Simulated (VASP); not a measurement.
# NbP (I4_1md) in VASP: further runs

NbP is run at these levels: PBE; tasks: single point.

All numbers are computed with VASP 6.6.1; they aren't measurements. Logs are shortened: lines on timing, memory, paths and dates and some standing lists are left out, and cuts for length are marked.

## Step 1: The cell of the first run

Symmetry: I4_1md, No. 109, tetragonal system. The conventional cell has a = 3.350 Å, b = 3.350 Å, c = 11.480 Å, α = 90.00°, β = 90.00°, γ = 90.00°. Nb (site symmetry 2mm) has 6 P at 2.55 Å and 8 Nb at 3.32 to 3.35 Å within 3.4 Å. Within 3.4 Å of P (site symmetry 2mm) lie 6 Nb at 2.55 Å and 8 P at 3.32 to 3.35 Å.

## Step 2: Single point, PBE

File INCAR:

```
ALGO     = Normal         # electronic algorithm
EDIFF    = 1E-6           # SCF threshold, eV
ENCUT    = 520            # plane-wave cutoff, eV
GGA      = PE             # functional
ISIF     = 2              # what is computed and relaxed
ISMEAR   = 0              # smearing method
LASPH    = T              # aspherical terms in the spheres
LCHARG   = F              # write CHGCAR
LREAL    = F              # projectors in reciprocal space
LWAVE    = F              # write WAVECAR
NBANDS   = 26             # bands
NELM     = 60             # most SCF steps
PREC     = Accurate       # precision mode
SIGMA    = 0.05           # smearing width, eV
```

File KPOINTS:

```
k-points
0
Gamma
  16 16 16
```

File POSCAR:

```
NbP
1.0
   -1.6749232544      1.6749232544      5.7401081759
    1.6749232544     -1.6749232544      5.7401081759
    1.6749232544      1.6749232544     -5.7401081759
Nb P
2 2
Direct
    0.7499317819      0.7499317819      0.0000000000
    0.4999317819      0.9999317819      0.5000000000
    0.3326967931      0.3326967931      0.0000000000
    0.0826967931      0.5826967931      0.5000000000
```

Potentials or basis: VASP PAW PBE potentials, release 64 (Nb_sv, P).

Command:

```sh
$ cat potpaw_PBE.64/Nb_sv/POTCAR potpaw_PBE.64/P/POTCAR > POTCAR
$ mpirun -np 1 vasp_std > vasp.out
```

OUTCAR:

```text
EDIFF = 1E-6
   ENCUT = 520
   GGA = PE
   ISIF = 2
   ISMEAR = 0
   LASPH = T
   LREAL = F
   NELM = 60
   PREC = Accurate

 ion  position               nearest neighbor table
   1  0.750  0.750  0.000-   4 2.55   4 2.55   3 2.55   3 2.55   3 2.55   3 2.55
   2  0.500  1.000  0.500-   3 2.55   3 2.55   4 2.55   4 2.55   4 2.55   4 2.55
   3  0.333  0.333  0.000-   2 2.55   2 2.55   1 2.55   1 2.55   1 2.55   1 2.55
   4  0.083  0.583  0.500-   1 2.55   1 2.55   2 2.55   2 2.55   2 2.55   2 2.55

  LATTYP: Found a body centered tetragonal cell.
 ALAT       =     3.3498465088
 C/A-ratio  =     3.4270872775

  Lattice vectors:

 A1 = (  -1.6749232544,   1.6749232544,   5.7401081759)
 A2 = (   1.6749232544,  -1.6749232544,   5.7401081759)
 A3 = (   1.6749232544,   1.6749232544,  -5.7401081759)

Analysis of symmetry for initial positions (statically):
=====================================================================
 Subroutine PRICEL returns:
 Original cell was already a primitive cell.

 Routine SETGRP: Setting up the symmetry group for a
 body centered tetragonal supercell.

 Subroutine GETGRP returns: Found  8 space group operations
 (whereof  4 operations were pure point group operations)
 out of a pool of 16 trial point group operations.

The static configuration has the point symmetry C_2v.
 The point group associated with its full space group is C_4v.

Analysis of symmetry for dynamics (positions and initial velocities):
=====================================================================
 Subroutine PRICEL returns:
 Original cell was already a primitive cell.

 Routine SETGRP: Setting up the symmetry group for a
 body centered tetragonal supercell.

 Subroutine GETGRP returns: Found  8 space group operations
 (whereof  4 operations were pure point group operations)
 out of a pool of 16 trial point group operations.

The dynamic configuration has the point symmetry C_2v.
 The point group associated with its full space group is C_4v.

 Subroutine INISYM returns: Found  8 space group operations
 (whereof  4 operations are pure point group operations),
 and found     1 'primitive' translations

----------------------------------------------------------------------------------------

                                     Primitive cell

[... 86 lines left out ...]
   ISTART =      0    job   : 0-new  1-cont  2-samecut
   ICHARG =      2    charge: 1-file 2-atom 10-const
   ISPIN  =      1    spin polarized calculation?
   LNONCOLLINEAR =      F non collinear calculations
   LSORBIT =      F    spin-orbit coupling
   LASPH  =      T    aspherical Exc in radial PAW
   ENCUT  =  520.0 eV  38.22 Ry    6.18 a.u.  11.55 11.55 11.55*2*pi/ulx,y,z
   NELM   =     60;   NELMIN=  2; NELMDL= -5     # of ELM steps
   EDIFF  = 0.1E-05   stopping-criterion for ELM
   LREAL  =      F    real-space projection
   EDIFFG = 0.1E-04   stopping-criterion for IOM
   NSW    =      0    number of steps for IOM
   IBRION =     -1    ionic relax: 0-MD 1-quasi-New 2-CG
   NFREE  =      0    steps in history (QN), initial steepest desc. (CG)
   ISIF   =      2    stress and relaxation
   ISYM   =      2    0-nonsym 1-usesym 2-fastsym
   POTIM  = 0.5000    time-step for ionic-motion
   TEBEG  =    0.0;   TEEND  =   0.0 temperature during run
   PSTRESS=    0.0 pullay stress
   NELECT =      36.0000    total number of electrons
   NUPDOWN=      -1.0000    fix difference up-down
   EMIN   =  10.00;   EMAX   =-10.00  energy-range for DOS
   EFERMI =   0.00;   METHOD = LEGACY
   ISMEAR =     0;   SIGMA  =   0.05  broadening in eV -4-tet -1-fermi 0-gaus
   EFERMI_NEDOS =   21; number of points for ismear=-14 and -15
   IALGO  =     38    algorithm
   IMIX   =      4    mixing-type and parameters
     AMIX     =   0.40;   BMIX     =  1.00
     AMIX_MAG =   1.60;   BMIX_MAG =  1.00
  volume/ion in A,a.u.               =      16.10       108.67
  Fermi-wavevector in a.u.,A,eV,Ry     =   1.348504  2.548304 24.741706  1.818464
  Thomas-Fermi vector in A             =   2.476168
   LORBIT       =      0    0 simple, 1 ext, 2 COOP (PROOUT), +10 PAW based schemes
   GGA     = PE    functional components
   LHFCALC =     F    Hartree Fock is set to
   AEXX    =    0.0000 exact exchange contribution
   IVDW    =     0    specifies the selected vdW correction
   LEPSILON=     F    determine dielectric tensor
   LRPA    =     F    only Hartree local field effects (RPA)
 non-spin polarized calculation
 Gauss-broadening in eV      SIGMA  =   0.05
  energy-cutoff  :      520.00
  volume of cell :       64.41
 maximum number of plane-waves:      1753
 NGX is ok and might be reduce to    48
   NGX = 23   NGY = 23   NGZ = 23

 number of electron      35.9999999 magnetization

 Free energy of the ion-electron system (eV)
  ---------------------------------------------------
  ext. energy  EPLUGINS =         0.00000000
  ---------------------------------------------------
  free energy    TOTEN  =       -35.31768614 eV

  energy without entropy =      -35.31713237  energy(sigma->0) =      -35.31740925

 E-fermi :  10.5612     XC(G=0): -11.9883

 val. band max:       10.5603876512   @ k =  -0.2500   0.5000   0.2500
 cond. band min:      10.5674816901   @ k =  -0.0625  -0.4375   0.0625
 fundamental gap:      0.0070940390
 Fermi energy:        10.5611724272

 k-point     1 :       0.0000    0.0000    0.0000
  band No.  band energies     occupation
      1     -44.3910      2.00000
      2     -44.3542      2.00000
      3     -20.6497      2.00000
      4     -20.4515      2.00000
      5     -20.4515      2.00000
      6     -20.3100      2.00000
[... 685 lines left out ...]
     25      14.5545      0.00000
     26      14.9030      0.00000

 [... further k-points ...]
[... 5 lines left out ...]
  --------------------------------------------------------------------------------------
  -------------------------------------------------------------------------------------
  Total       -0.5469100     -0.5469100     -0.6991636      0.0000000      0.0000000      0.0000000
  in kB      -13.6036851    -13.6036851    -17.3907981      0.0000000      0.0000000      0.0000000
  external PRESSURE =     -14.8660561 kB  Pullay stress =       0.0000000 kB

 VOLUME and BASIS-vectors are now :
 -----------------------------------------------------------------------------
  energy-cutoff  :      520.00
  volume of cell :       64.41
      direct lattice vectors                 reciprocal lattice vectors
    -1.674923254  1.674923254  5.740108176     0.000000000  0.298521140  0.087106372
     1.674923254 -1.674923254  5.740108176     0.298521140  0.000000000  0.087106372
     1.674923254  1.674923254 -5.740108176     0.298521140  0.298521140  0.000000000

 POSITION                                       TOTAL-FORCE (eV/Angst)
 -----------------------------------------------------------------------------------
      0.00000      0.00000      8.60938        -0.000000     -0.000000      0.001858
      1.67492      0.00000      5.73933        -0.000000     -0.000000      0.001858
      0.00000      0.00000      3.81943         0.000000     -0.000000     -0.001858
      1.67492      0.00000      0.94938        -0.000000      0.000000     -0.001858
 -----------------------------------------------------------------------------------
    total drift:                               -0.000000     -0.000000      0.000197

  FREE ENERGIE OF THE ION-ELECTRON SYSTEM (eV)
  ---------------------------------------------------
  free  energy   TOTEN  =       -35.3176861398 eV

  energy  without entropy=      -35.3171323678  energy(sigma->0) =      -35.31740925
```

OSZICAR:

```text
N       E                     dE             d eps       ncg     rms          rms(c)
DAV:   1     0.351467162856E+03    0.35147E+03   -0.19099E+04 18148   0.138E+03
DAV:   2    -0.770019780638E+01   -0.35917E+03   -0.34910E+03 21510   0.507E+02
DAV:   3    -0.360024907255E+02   -0.28302E+02   -0.27806E+02 33728   0.106E+02
DAV:   4    -0.376341118102E+02   -0.16316E+01   -0.16234E+01 27040   0.208E+01
DAV:   5    -0.377036088988E+02   -0.69497E-01   -0.69428E-01 32024   0.472E+00    0.128E+01
DAV:   6    -0.353017687671E+02    0.24018E+01   -0.84372E+00 27928   0.200E+01    0.468E+00
DAV:   7    -0.353189855389E+02   -0.17217E-01   -0.65966E-01 27490   0.441E+00    0.304E+00
DAV:   8    -0.353171699933E+02    0.18155E-02   -0.81958E-02 28086   0.189E+00    0.473E-01
DAV:   9    -0.353173075737E+02   -0.13758E-03   -0.75079E-03 29408   0.532E-01    0.325E-01
DAV:  10    -0.353177148011E+02   -0.40723E-03   -0.19701E-03 21694   0.414E-01    0.657E-02
DAV:  11    -0.353176912933E+02    0.23508E-04   -0.13090E-04 28328   0.972E-02    0.244E-02
DAV:  12    -0.353176888966E+02    0.23967E-05   -0.48271E-06 22196   0.207E-02    0.110E-02
DAV:  13    -0.353176862535E+02    0.26430E-05   -0.19538E-06 16122   0.141E-02    0.283E-03
DAV:  14    -0.353176861398E+02    0.11371E-06   -0.33947E-07 12084   0.702E-03
   1 F= -.35317686E+02 E0= -.35317409E+02  d E =-.553772E-03
```

stdout:

```text
POSCAR found type information on POSCAR NbP
 POSCAR found :  2 types and       4 ions
 scaLAPACK will be used
 LDA part: xc-table for (Slater+PW92), standard interpolation
 POSCAR, INCAR and KPOINTS ok, starting setup
 FFT: planning ... GRIDC
 FFT: planning ... GRID_SOFT
 FFT: planning ... GRID
 WAVECAR not read
 entering main loop
```

It took 10 min on 1 thread of Intel Xeon 6975P-C (Granite Rapids), shared host; peak memory 0.67 GiB.

What came out:

```yaml
Free_energy: -35.3177 eV
Pressure: -1.5 GPa
Band_gap_on_the_k_mesh: zero (bands 18 and 19 overlap by 0.07 eV)
```

Levels at points of the mesh, in eV from the Fermi level:
```csv
k point,band 14,band 15,band 16,band 17,band 18,band 19,band 20,band 21,band 22,band 23
"(0.00, 0.00, 0.00)",-2.23,-2.13,-1.71,-1.36,-1.36,0.83,1.59,2.64,3.13,3.13
"(0.50, 0.00, 0.00)",-3.20,-2.31,-1.87,-1.51,-0.13,0.08,1.30,2.43,2.63,3.26
"(0.50, 0.50, 0.00)",-4.62,-2.85,-2.85,-0.43,-0.43,2.95,2.95,3.05,3.05,4.01
"(0.50, 0.50, 0.50)",-2.69,-2.65,-2.65,-0.53,-0.53,1.19,1.19,2.29,2.29,3.55
```

## Step 3: Single point, PBE (16.32 Å³/atom)

This run uses another cell than the first one, of 16.32 Å³/atom.

File INCAR:

```
ALGO = Normal ; EDIFF = 1E-6
ENCUT = 520 ; GGA = PE
ISIF = 2 ; ISMEAR = 0
LASPH = T ; LCHARG = T
LELF = T ; LREAL = F
LVHAR = T ; LWAVE = F
NBANDS = 26 ; NELM = 80
PREC = Accurate ; SIGMA = 0.05
```

KPOINTS is that of step 2.

File POSCAR:

```
NbP
1.0
   -1.6826489060      1.6826489060      5.7654178883
    1.6826489060     -1.6826489060      5.7654178883
    1.6826489060      1.6826489060     -5.7654178883
Nb P
2 2
Direct
    0.7499254076      0.7499254076      0.0000000000
    0.4999254076      0.9999254076      0.5000000000
    0.3327031674      0.3327031674      0.0000000000
    0.0827031674      0.5827031674      0.5000000000
```

Potentials or basis: VASP PAW PBE potentials, release 64 (Nb_sv, P).

Command:

```sh
$ cat potpaw_PBE.64/Nb_sv/POTCAR potpaw_PBE.64/P/POTCAR > POTCAR
$ mpirun -np 1 vasp_std > vasp.out
```

OUTCAR:

```text
EDIFF = 1E-6
   ENCUT = 520
   GGA = PE
   ISIF = 2
   ISMEAR = 0
   LASPH = T
   LREAL = F
   NELM = 80
   PREC = Accurate

 ion  position               nearest neighbor table
   1  0.750  0.750  0.000-   4 2.56   4 2.56   3 2.56   3 2.56   3 2.56   3 2.56
   2  0.500  1.000  0.500-   3 2.56   3 2.56   4 2.56   4 2.56   4 2.56   4 2.56
   3  0.333  0.333  0.000-   2 2.56   2 2.56   1 2.56   1 2.56   1 2.56   1 2.56
   4  0.083  0.583  0.500-   1 2.56   1 2.56   2 2.56   2 2.56   2 2.56   2 2.56

  LATTYP: Found a body centered tetragonal cell.
 ALAT       =     3.3652978120
 C/A-ratio  =     3.4263938649

  Lattice vectors:

 A1 = (  -1.6826489060,   1.6826489060,   5.7654178883)
 A2 = (   1.6826489060,  -1.6826489060,   5.7654178883)
 A3 = (   1.6826489060,   1.6826489060,  -5.7654178883)

Analysis of symmetry for initial positions (statically):
=====================================================================
 Subroutine PRICEL returns:
 Original cell was already a primitive cell.
[... 169 lines left out ...]
  ---------------------------------------------------
  ext. energy  EPLUGINS =         0.00000000
  ---------------------------------------------------
  free energy    TOTEN  =       -35.30318808 eV

  energy without entropy =      -35.30262336  energy(sigma->0) =      -35.30290572

 E-fermi :  10.3827     XC(G=0): -11.9219

 val. band max:       10.3604088898   @ k =  -0.1875   0.3125   0.1875
 cond. band min:      10.3852551273   @ k =  -0.2500   0.5000   0.2500
 fundamental gap:      0.0248462375
 Fermi energy:        10.3826792413

 k-point     1 :       0.0000    0.0000    0.0000
  band No.  band energies     occupation
      1     -44.6083      2.00000
      2     -44.5738      2.00000
      3     -20.8480      2.00000
      4     -20.6658      2.00000
      5     -20.6658      2.00000
      6     -20.5271      2.00000
[... 685 lines left out ...]
     25      14.3054      0.00000
     26      14.6524      0.00000

 [... further k-points ...]
[... 5 lines left out ...]
  --------------------------------------------------------------------------------------
  -------------------------------------------------------------------------------------
  Total       -1.6018452     -1.6018452     -1.5844170      0.0000000      0.0000000      0.0000000
  in kB      -39.3054997    -39.3054997    -38.8778536      0.0000000      0.0000000      0.0000000
  external PRESSURE =     -39.1629510 kB  Pullay stress =       0.0000000 kB

 VOLUME and BASIS-vectors are now :
 -----------------------------------------------------------------------------
  energy-cutoff  :      520.00
  volume of cell :       65.29
      direct lattice vectors                 reciprocal lattice vectors
    -1.682648906  1.682648906  5.765417888     0.000000000  0.297150522  0.086723982
     1.682648906 -1.682648906  5.765417888     0.297150522  0.000000000  0.086723982
     1.682648906  1.682648906 -5.765417888     0.297150522  0.297150522  0.000000000

 POSITION                                       TOTAL-FORCE (eV/Angst)
 -----------------------------------------------------------------------------------
      0.00000      0.00000      8.64727        -0.000000      0.000000      0.000461
      1.68265     -0.00000      5.76456         0.000000     -0.000000      0.000461
      0.00000      0.00000      3.83635        -0.000000     -0.000000     -0.000461
      1.68265     -0.00000      0.95364         0.000000      0.000000     -0.000461
 -----------------------------------------------------------------------------------
    total drift:                               -0.000000     -0.000000      0.000058

  FREE ENERGIE OF THE ION-ELECTRON SYSTEM (eV)
  ---------------------------------------------------
  free  energy   TOTEN  =       -35.3031880839 eV

  energy  without entropy=      -35.3026233570  energy(sigma->0) =      -35.30290572
```

stdout:

```text
POSCAR found type information on POSCAR NbP
 POSCAR found :  2 types and       4 ions
 scaLAPACK will be used
 LDA part: xc-table for (Slater+PW92), standard interpolation
 POSCAR, INCAR and KPOINTS ok, starting setup
 FFT: planning ... GRIDC
 FFT: planning ... GRID_SOFT
 FFT: planning ... GRID
 WAVECAR not read
 entering main loop
```

Run time: 13 min. Hardware: 1 thread of Intel Xeon 6975P-C (Granite Rapids), shared host; peak memory 0.68 GiB.

What came out:

- Free energy: -35.3032 eV
- Pressure: -3.9 GPa
- Band gap on the k mesh: zero (bands 18 and 19 overlap by 0.06 eV)

Caveat: the cell stands under tension.

The gap in the log of VASP goes by the Fermi energy; the results here count the filled bands.